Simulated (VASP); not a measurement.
# Ta (Im-3m) in VASP: single point with PBEsol

Aim: the single point of Ta with PBEsol.

All numbers are computed with VASP 6.6.1; they aren't measurements. Logs are shortened: lines on timing, memory, paths and dates and some standing lists are left out, and cuts for length are marked.

## (1) The cell of the first run

Symmetry: Im-3m, No. 229, cubic system. Conventional cell: a = 3.281 Å, b = 3.281 Å, c = 3.281 Å, α = 90.00°, β = 90.00°, γ = 90.00°. Ta (site symmetry m-3m) has 14 Ta at 2.84 to 3.28 Å within 3.7 Å.

## (2) Single point, PBEsol

The input, INCAR:

```
SYSTEM = Ta
PREC = Accurate ; ENCUT = 520
EDIFF = 1E-6 ; ISMEAR = 0
SIGMA = 0.1 ; LREAL = .False.
LASPH = .True. ; NELM = 80
ALGO = Fast ; ISIF = 2
LWAVE = .False. ; LCHARG = .False.
GGA = PS ; NBANDS = 12
```

The input, KPOINTS:

```
Automatic mesh
0
Gamma
  54 54 54
  0 0 0
```

The input, POSCAR:

```
Ta
1.0
   -1.6406991835      1.6406991835      1.6406991835
    1.6406991835     -1.6406991835      1.6406991835
    1.6406991835      1.6406991835     -1.6406991835
Ta
1
Direct
    0.0000000000      0.0000000000      0.0000000000
```

Potentials or basis: VASP PAW PBE potentials, release 64 (Ta_pv).

The run is started by

```console
$ cat potpaw_PBE.64/Ta_pv/POTCAR > POTCAR
$ mpirun -np 1 vasp_std > vasp.out
```

OUTCAR:

```text
SYSTEM = Ta
   PREC = Accurate
   ENCUT = 520
   EDIFF = 1E-6
   ISMEAR = 0
   LREAL = .False.
   LASPH = .True.
   NELM = 80
   ISIF = 2
   GGA = PS

 ion  position               nearest neighbor table
   1  0.000  0.000  0.000-

  LATTYP: Found a body centered cubic cell.
 ALAT       =     3.2813983670

  Lattice vectors:

 A1 = (  -1.6406991835,   1.6406991835,   1.6406991835)
 A2 = (   1.6406991835,  -1.6406991835,   1.6406991835)
 A3 = (   1.6406991835,   1.6406991835,  -1.6406991835)

Analysis of symmetry for initial positions (statically):
=====================================================================
 Subroutine PRICEL returns:
 Original cell was already a primitive cell.

 Routine SETGRP: Setting up the symmetry group for a
 body centered cubic supercell.

 Subroutine GETGRP returns: Found 48 space group operations
[... 9 lines left out ...]

 Routine SETGRP: Setting up the symmetry group for a
 body centered cubic supercell.

 Subroutine GETGRP returns: Found 48 space group operations
[... 11 lines left out ...]
                                     Primitive cell

  volume of cell :      17.6664

  direct lattice vectors                    reciprocal lattice vectors
    -1.640699183  1.640699183  1.640699183     0.000000000  0.304748125  0.304748125
     1.640699183 -1.640699183  1.640699183     0.304748125  0.000000000  0.304748125
     1.640699183  1.640699183 -1.640699183     0.304748125  0.304748125  0.000000000

  length of vectors
     2.841774346  2.841774346  2.841774346     0.430978932  0.430978932  0.430978932

  position of ions in fractional coordinates (direct lattice)
     0.000000000  0.000000000  0.000000000

  ion indices of the primitive-cell ions
   primitive index   ion index
                 1           1

----------------------------------------------------------------------------------------

 KPOINTS: Automatic mesh

Automatic generation of k-mesh.
 Grid dimensions read from file:
 generate k-points for:   54   54   54

 Generating k-lattice:

  Cartesian coordinates                     Fractional coordinates (reciprocal lattice)
     0.000000000  0.005643484  0.005643484     0.018518519  0.000000000  0.000000000
     0.005643484  0.000000000  0.005643484     0.000000000  0.018518519  0.000000000
     0.005643484  0.005643484  0.000000000     0.000000000  0.000000000  0.018518519

  Length of vectors
     0.007981091  0.007981091  0.007981091

[... 52 lines left out ...]
   NELM   =     80;   NELMIN=  2; NELMDL= -5     # of ELM steps
   EDIFF  = 0.1E-05   stopping-criterion for ELM
   LREAL  =      F    real-space projection
   EDIFFG = 0.1E-04   stopping-criterion for IOM
   NSW    =      0    number of steps for IOM
   IBRION =     -1    ionic relax: 0-MD 1-quasi-New 2-CG
   NFREE  =      0    steps in history (QN), initial steepest desc. (CG)
   ISIF   =      2    stress and relaxation
   ISYM   =      2    0-nonsym 1-usesym 2-fastsym
   POTIM  = 0.5000    time-step for ionic-motion
   TEBEG  =    0.0;   TEEND  =   0.0 temperature during run
   PSTRESS=    0.0 pullay stress
   NELECT =      11.0000    total number of electrons
   NUPDOWN=      -1.0000    fix difference up-down
   EMIN   =  10.00;   EMAX   =-10.00  energy-range for DOS
   EFERMI =   0.00;   METHOD = LEGACY
   ISMEAR =     0;   SIGMA  =   0.10  broadening in eV -4-tet -1-fermi 0-gaus
   EFERMI_NEDOS =   21; number of points for ismear=-14 and -15
   IALGO  =     68    algorithm
   IMIX   =      4    mixing-type and parameters
     AMIX     =   0.40;   BMIX     =  1.00
     AMIX_MAG =   1.60;   BMIX_MAG =  1.00
  volume/ion in A,a.u.               =      17.67       119.22
  Fermi-wavevector in a.u.,A,eV,Ry     =   1.397945  2.641733 26.589190  1.954250
  Thomas-Fermi vector in A             =   2.521152
   LORBIT       =      0    0 simple, 1 ext, 2 COOP (PROOUT), +10 PAW based schemes
   GGA     = PS    functional components
   LHFCALC =     F    Hartree Fock is set to
   AEXX    =    0.0000 exact exchange contribution
   IVDW    =     0    specifies the selected vdW correction
   LEPSILON=     F    determine dielectric tensor
   LRPA    =     F    only Hartree local field effects (RPA)
 non-spin polarized calculation
 RMM-DIIS sequential band-by-band and
 Gauss-broadening in eV      SIGMA  =   0.10
  energy-cutoff  :      520.00
  volume of cell :       17.67
 maximum number of plane-waves:       490
 NGX is ok and might be reduce to    24
   NGX = 11   NGY = 11   NGZ = 11

 number of electron      11.0000002 magnetization

 Free energy of the ion-electron system (eV)
  ---------------------------------------------------
  ext. energy  EPLUGINS =         0.00000000
  ---------------------------------------------------
  free energy    TOTEN  =       -12.55434502 eV

  energy without entropy =      -12.54796746  energy(sigma->0) =      -12.55115624

 E-fermi :   5.4649     XC(G=0): -12.8279

 val. band max:        5.4646395148   @ k =  -0.2222   0.2778   0.0926
 cond. band min:       5.4654274707   @ k =  -0.2407   0.2593   0.1111
 fundamental gap:      0.0007879558
 Fermi energy:         5.4649008616

 k-point     1 :       0.0000    0.0000    0.0000
  band No.  band energies     occupation
      1     -27.4720      2.00000
      2     -27.4720      2.00000
      3     -27.4720      2.00000
      4      -2.5256      2.00000
      5       6.1964      0.00000
      6       6.1964      0.00000
      7       6.1964      0.00000
      8       9.5361      0.00000
      9       9.5361      0.00000
     10      20.6102      0.00000
     11      20.6102      0.00000
     12      20.6102      0.00000
[... 331 lines left out ...]
 k-point    24 :       0.4259    0.0000    0.0000
  band No.  band energies     occupation
      1     -28.6680      2.00000
      2     -27.8566      2.00000
      3     -27.4802      2.00000
      4       0.9914      2.00000
      5       3.9629      2.00000
      6       6.5909      0.00000
      7       9.5063      0.00000
      8      10.3563      0.00000
      9      12.7261      0.00000
     10      17.9382      0.00000
     11      18.1242      0.00000
     12      20.2269      0.00000

 [... further k-points ...]
[... 5 lines left out ...]
  --------------------------------------------------------------------------------------
  -------------------------------------------------------------------------------------
  Total        0.0232024      0.0232024      0.0232024      0.0000000     -0.0000000     -0.0000000
  in kB        2.1042489      2.1042489      2.1042489      0.0000000     -0.0000000     -0.0000000
  external PRESSURE =       2.1042489 kB  Pullay stress =       0.0000000 kB

 VOLUME and BASIS-vectors are now :
 -----------------------------------------------------------------------------
  energy-cutoff  :      520.00
  volume of cell :       17.67
      direct lattice vectors                 reciprocal lattice vectors
    -1.640699183  1.640699183  1.640699183     0.000000000  0.304748125  0.304748125
     1.640699183 -1.640699183  1.640699183     0.304748125  0.000000000  0.304748125
     1.640699183  1.640699183 -1.640699183     0.304748125  0.304748125  0.000000000

 POSITION                                       TOTAL-FORCE (eV/Angst)
 -----------------------------------------------------------------------------------
      0.00000      0.00000      0.00000        -0.000000      0.000000      0.000000
 -----------------------------------------------------------------------------------
    total drift:                               -0.000000      0.000000      0.000000

  FREE ENERGIE OF THE ION-ELECTRON SYSTEM (eV)
  ---------------------------------------------------
  free  energy   TOTEN  =       -12.5543450247 eV

  energy  without entropy=      -12.5479674574  energy(sigma->0) =      -12.55115624
```

stdout:

```text
POSCAR found type information on POSCAR Ta
 POSCAR found :  1 types and       1 ions
 scaLAPACK will be used
 -----------------------------------------------------------------------------
|                                                                             |
|                                                                             |
|     You enforced a specific xc type in the INCAR file but a different       |
|     I HOPE YOU KNOW WHAT YOU ARE DOING!                                     |
|                                                                             |
 -----------------------------------------------------------------------------

 LDA part: xc-table for (Slater+PW92), standard interpolation
 POSCAR, INCAR and KPOINTS ok, starting setup
 FFT: planning ... GRIDC
 FFT: planning ... GRID_SOFT
 FFT: planning ... GRID
 WAVECAR not read
 entering main loop
WARNING in EDDRMM: call to ZHEGV failed, returncode =   8  4     10
WARNING in EDDRMM: call to ZHEGV failed, returncode =   8  4     11
WARNING in EDDRMM: call to ZHEGV failed, returncode =   8  4     10
WARNING in EDDRMM: call to ZHEGV failed, returncode =   6  3     11
WARNING in EDDRMM: call to ZHEGV failed, returncode =   6  3     12
WARNING in EDDRMM: call to ZHEGV failed, returncode =   8  4     12
WARNING in EDDRMM: call to ZHEGV failed, returncode =   6  3     11
WARNING in EDDRMM: call to ZHEGV failed, returncode =   6  3     12
WARNING in EDDRMM: call to ZHEGV failed, returncode =   6  3     10
```

It took 16 min on 1 thread of Oxide Virtual Turin-like, shared host; peak memory 0.79 GiB.

Results:

* Free energy: -12.5543 eV
* Pressure: 0.2 GPa

Caveat: the PAW data sets were made with another functional, which shifts forces and pressure a little; spin-orbit coupling is left out, which moves the levels of the heavy elements.
